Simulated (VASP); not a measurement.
# NaF (Villiaumite): single point with PBE

NaF (Villiaumite):

```xyz
2
Lattice="0.0000 2.4256 2.4256 2.4256 0.0000 2.4256 2.4256 2.4256 0.0000" Properties=species:S:1:pos:R:3 pbc="T T T"
Na    0.0000    0.0000    0.0000
F     2.4256    2.4256    2.4256
```

This cell differs from its parent crystal: volume scaled by 1.10.

```yaml
Program: VASP 6.6.1
Task: single point
Functional: PBE
Potentials_or_basis: VASP PAW PBE potentials, release 64 (Na_pv, F)
Cutoff: 520 eV
k_mesh: 8 × 8 × 8
Occupations: gaussian, width 0.02 eV
Spin: no spin polarisation
```

```
Pressure               : -3.6 GPa
Band gap on the k mesh : 5.62 eV, direct
```

Levels at points of the mesh, in eV from the valence-band top:
| k point | band 4 | band 5 | band 6 | band 7 | band 8 | band 9 | band 10 | band 11 |
| --- | --- | --- | --- | --- | --- | --- | --- | --- |
| (0.00, 0.00, 0.00) | -18.97 | 0.00 | 0.00 | 0.00 | 5.62 | 17.99 | 17.99 | 17.99 |
| (0.50, 0.00, 0.00) | -18.46 | -1.31 | -0.19 | -0.19 | 9.96 | 11.34 | 18.65 | 18.65 |
| (0.50, 0.50, 0.00) | -18.80 | -1.07 | -0.34 | -0.34 | 12.06 | 12.30 | 12.81 | 18.05 |

Run time: 13 s on 1 thread of Intel(R) Xeon(R) Platinum 8375C CPU @ 2.90GHz (Ice Lake), with other jobs on the host, peak memory 0.14 GiB.

 A k mesh can miss the band edges.
